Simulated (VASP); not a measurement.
# WC (P1) in VASP: further runs, part 2 of 2

VASP 6.6.1. Earlier steps stand in the parts before.

### Step 3. Single point, PBE

This run uses another cell than the first one, of 10.35 Å³/atom.

INCAR

```
SYSTEM = WC
PREC = Accurate ; ENCUT = 520
EDIFF = 1E-7 ; ISMEAR = -1
SIGMA = 0.17 ; LREAL = Auto
LASPH = .TRUE. ; NELM = 100
ALGO = Normal ; ISIF = 2
LWAVE = .FALSE. ; LCHARG = .TRUE.
GGA = PE ; LELF = .TRUE.
LVHAR = .TRUE. ; NBANDS = 86
```

KPOINTS

```
regular mesh
0
G
  3 3 3
  0 0 0
```

POSCAR

```
WC
1.0
   -2.8664190000     -4.9647840000      0.0000000000
    4.3369150000     -2.5039190000      0.0000000000
    0.0000000000      0.0000000000      5.7678500000
W C
8 8
Direct
    0.7298604423      0.4531298951      0.0148062103
    0.7435655226      0.4701660839      0.5155473877
    0.4762960058     -0.0339494962     -0.0011616113
    0.4933899527     -0.0326586215      0.5133455274
    0.2226265785      0.4643948647      0.0163839212
    0.2389271189      0.4849911131      0.5144204513
    0.0044940066     -0.0401018452      0.0056346819
   -0.0180931264     -0.0108516033      0.5041739990
    0.5216926275      0.6224677356      0.2477179538
    0.4792001277      0.6211761934      0.7664381009
    0.2097197826      0.1698084398      0.2626628640
    0.2514856264      0.1159495120      0.7432405489
    0.0058393773      0.5824504520      0.2632003259
   -0.0012722428      0.6441567841      0.7373284673
    0.7570816924      0.1074527279      0.2694764947
    0.7450850851      0.1278849239      0.7690560608
```

Potentials or basis: VASP PAW PBE potentials, release 64 (W_sv, C).

Launch:

```
$ cat potpaw_PBE.64/W_sv/POTCAR potpaw_PBE.64/C/POTCAR > POTCAR
$ mpirun -np 1 vasp_std > vasp.out
```

It took 3.9 min on 1 thread of Intel Xeon 6975P-C (Granite Rapids), shared host; peak memory 0.36 GiB.

Results (log left out):

* Free energy: -175.7411 eV
* Pressure: 15.9 GPa
* Largest force: 5.421 eV/Å

Forces in eV/Å, atoms in the order of the input:
```
W   -0.957 -2.143 -1.226
W   -0.321  0.800 -0.549
W   -2.146 -2.137  2.611
W   -0.430  0.099 -1.549
W   -1.786 -2.961 -2.799
W   -3.355 -0.229 -0.464
W    1.510  2.365  0.366
W   -4.548 -0.480  2.002
C    3.203  2.364  1.687
C    0.452 -1.616 -0.149
C   -4.100 -0.689 -0.022
C    2.761  0.461  1.243
C    5.364  0.751 -0.224
C    0.464  1.344  2.303
C    3.416  1.645 -2.537
C    0.472  0.425 -0.692
```

Stress tensor (GPa, compression positive):
```
21.32  6.18  0.99
 6.18 21.11 -0.29
 0.99 -0.29  5.15
```

Levels at points of the mesh, in eV from the Fermi level:
```tsv
k point	band 70	band 71	band 72	band 73	band 74	band 75
(0.00, 0.00, 0.00)	-0.53	-0.36	-0.21	0.38	0.61	0.97
```

Caveat: the k points lie up to 0.42 Å⁻¹ apart; the atoms stand as in a frame of molecular dynamics; spin-orbit coupling is left out, which moves the levels of the heavy elements; forces of over 1 eV/Å act on the atoms, so gaps and moduli don't describe the material at rest.

### Step 4. Single point, PBE

This run uses another cell than the first one, of 10.51 Å³/atom.

INCAR

```
SYSTEM = WC
PREC     = Accurate       ! precision mode
ENCUT    = 520            ! plane-wave cutoff, eV
EDIFF    = 1E-6           ! SCF threshold, eV
ISMEAR   = -1             ! smearing method
SIGMA    = 0.17           ! smearing width, eV
LREAL    = Auto         
LASPH    = .True.         ! aspherical terms in the spheres
NELM     = 80             ! most SCF steps
ALGO     = Normal         ! electronic algorithm
ISIF     = 2              ! what is computed and relaxed
LWAVE    = .False.        ! write WAVECAR
LCHARG   = .True.         ! write CHGCAR
GGA      = PE             ! functional
LELF     = .True.         ! ELF
LVHAR    = .True.       
NBANDS   = 86             ! bands
```

KPOINTS

```
regular mesh
0
Gamma
  3 3 3
  0 0 0
```

POSCAR

```
WC
1.0
   -2.9484600000     -5.1068830000      0.0000000000
    4.3269000000     -2.4981360000      0.0000000000
    0.0000000000      0.0000000000      5.7100280000
W C
8 8
Direct
    0.7303476463      0.4265180201      0.0012084004
    0.7310435340      0.4561585935      0.4873181007
    0.4744469477     -0.0538982072     -0.0044658275
    0.4965843667     -0.0737342805      0.4797174375
    0.2450287061      0.4451587369      0.0263746518
    0.2376380833      0.4427341475      0.5032724883
   -0.0156026125     -0.0675780996      0.0023642616
   -0.0236413131     -0.0509846463      0.5085088900
    0.4950535677      0.5957719481      0.2470916080
    0.4907247888      0.6253166033      0.7659682229
    0.2276642372      0.1331574330      0.2528534011
    0.2236384827      0.0890681830      0.7455830339
   -0.0006041771      0.5900341141      0.2616099256
   -0.0271483384      0.6310878943      0.7544446367
    0.7232311258      0.1239497204      0.2393333273
    0.7160792849      0.1284825460      0.7386653796
```

Launch:

```
$ cat potpaw_PBE.64/W_sv/POTCAR potpaw_PBE.64/C/POTCAR > POTCAR
$ mpirun -np 1 vasp_std > vasp.out
```

Wall time 2.5 min (1 thread of Intel Xeon 6975P-C (Granite Rapids), shared host); peak memory 0.34 GiB.

The run converged. Its results:

```yaml
Free_energy: -177.1071 eV
Pressure: 7.9 GPa
Largest_force: 5.930 eV/Å
Band_gap_on_the_k_mesh: zero (bands 72 and 73 overlap by 0.06 eV)
```

Forces on the atoms (eV/Å):
```
W    2.060 -2.713 -1.598
W   -2.113 -0.173  3.065
W   -0.246 -0.914 -0.049
W    4.033  0.658  3.307
W    1.014  1.605 -5.618
W    0.155  0.172  2.382
W    1.844 -0.479  0.613
W   -0.456 -0.680 -1.733
C    1.267  0.227 -0.025
C   -1.130  1.421 -1.591
C   -3.088  1.310  0.530
C    0.935 -1.630  0.479
C    2.348  0.346 -0.564
C   -2.407  0.521 -0.386
C   -2.444  0.282  0.984
C   -1.772  0.046  0.206
```

Stress tensor (GPa, compression positive):
```
12.18 -5.99 -0.91
-5.99  6.08 -1.29
-0.91 -1.29  5.57
```

Levels at points of the mesh, in eV from the Fermi level:
| k point | band 69 | band 70 | band 71 | band 72 | band 73 | band 74 | band 75 | band 76 |
| --- | --- | --- | --- | --- | --- | --- | --- | --- |
| (0.00, 0.00, 0.00) | -0.56 | -0.47 | -0.27 | -0.11 | 0.30 | 0.84 | 0.95 | 1.79 |

Caveat: the k points lie up to 0.42 Å⁻¹ apart; the atoms stand as in a frame of molecular dynamics; spin-orbit coupling is left out, which moves the levels of the heavy elements; forces of over 1 eV/Å act on the atoms, so gaps and moduli don't describe the material at rest.

### Step 5. Single point, PBE

This run uses another cell than the first one, of 10.85 Å³/atom.

INCAR

```
SYSTEM = WC
ALGO     = Normal         ! electronic algorithm
EDIFF    = 1E-6           ! SCF threshold, eV
ENCUT    = 520            ! plane-wave cutoff, eV
GGA      = PE             ! functional
ISIF     = 2              ! what is computed and relaxed
ISMEAR   = -1             ! smearing method
LASPH    = .TRUE.         ! aspherical terms in the spheres
LCHARG   = .TRUE.         ! write CHGCAR
LELF     = .TRUE.         ! ELF
LREAL    = Auto         
LVHAR    = .TRUE.       
LWAVE    = .FALSE.        ! write WAVECAR
NBANDS   = 86             ! bands
NELM     = 60             ! most SCF steps
PREC     = Accurate       ! precision mode
SIGMA    = 0.17           ! smearing width, eV
```

KPOINTS

```
k-points
0
G
  3 3 3
  0 0 0
```

POSCAR

```
WC
1.0
   -2.9505990000     -5.1105870000      0.0000000000
    4.4258980000     -2.5552930000      0.0000000000
    0.0000000000      0.0000000000      5.7558530000
W C
8 8
Direct
    0.7585553684      0.4855947226      0.0167307956
    0.7402168416      0.4811414707      0.5269766271
    0.4879534122     -0.0093642352      0.0036310865
    0.4985871168     -0.0214350516      0.4856969071
    0.2681903759      0.4842457406      0.0181380588
    0.2486619124      0.4874946486      0.5055375806
    0.0053964066     -0.0465617075      0.0229852986
   -0.0080254012      0.0055627715      0.5165524554
    0.4932608771      0.6512158777      0.2800801202
    0.5260560942      0.6175200119      0.7695297291
    0.2496517297      0.1653951682      0.2854138214
    0.2155328814      0.1433496896      0.7766007923
    0.0535439139      0.6844456467      0.2913555992
   -0.0239480192      0.6391785347      0.7624065451
    0.7711463932      0.1376316798      0.2402597843
    0.7322872976      0.1168093273      0.7523298458
```

Launch:

```
$ cat potpaw_PBE.64/W_sv/POTCAR potpaw_PBE.64/C/POTCAR > POTCAR
$ mpirun -np 1 vasp_std > vasp.out
```

Run time: 3.4 min. Hardware: 1 thread of Intel Xeon 6975P-C (Granite Rapids), shared host; peak memory 0.36 GiB.

It converged, with:

```
Free energy            : -175.6262 eV
Pressure               : 0.2 GPa
Largest force          : 4.485 eV/Å
Band gap on the k mesh : zero (bands 72 and 73 overlap by 0.16 eV)
```

Forces on the atoms (eV/Å):
```
W   -1.085  1.307  0.813
W   -1.795 -1.419 -2.893
W   -2.006 -0.648  0.189
W    0.553 -0.720  4.164
W    0.630  1.837 -1.104
W   -1.214 -0.260  4.310
W    2.960 -0.482 -1.802
W   -2.425  0.811  0.525
C   -1.217 -1.327 -2.064
C    3.497  2.070  0.401
C   -0.616  0.012 -2.301
C   -0.667 -2.386 -0.370
C    0.674  3.667 -2.360
C   -0.634 -2.376  0.421
C    2.070  1.044  1.455
C    1.274 -1.130  0.618
```

Stress tensor (GPa, compression positive):
```
 2.49  0.99  0.06
 0.99 -0.38 -0.17
 0.06 -0.17 -1.50
```

Levels at points of the mesh, in eV from the Fermi level:
```tsv
k point	band 69	band 70	band 71	band 72	band 73	band 74	band 75	band 76
(0.00, 0.00, 0.00)	-0.65	-0.56	-0.41	0.05	0.53	0.93	1.03	1.49
```

Caveat: the k points lie up to 0.41 Å⁻¹ apart; spin-orbit coupling is left out, which moves the levels of the heavy elements; forces of over 1 eV/Å act on the atoms, so gaps and moduli don't describe the material at rest.

### Step 6. The runs side by side

```tsv
cell	gap on the mesh (eV)	pressure (GPa)	largest force (eV/Å)
a = 5.785, b = 5.013, c = 5.678 Å, 16 atoms, atomic positions A	none	18.2	5.16
a = 5.733, b = 5.008, c = 5.768 Å, 16 atoms, atomic positions B	-	15.9	5.42
a = 5.897, b = 4.996, c = 5.710 Å, 16 atoms, atomic positions C	none	7.9	5.93
a = 5.901, b = 5.111, c = 5.756 Å, 16 atoms, atomic positions D	none	0.2	4.49
```

Alike in all rows: task single point; level PBE; potentials or basis VASP PAW PBE potentials, release 64 (W_sv, C); no spin polarisation; k mesh 3 × 3 × 3; cutoff (eV) 520; smearing fermi-dirac 0.17 eV.

Caveats: all runs use coarse meshes; spin-orbit coupling is left out, which moves the levels of the heavy elements; forces of over 1 eV/Å act on the atoms, so gaps and moduli don't describe the material at rest; the atoms stand as in a frame of molecular dynamics (at least some runs).

Total energies depend on the potentials used, so only differences within one code and one set of settings carry meaning.
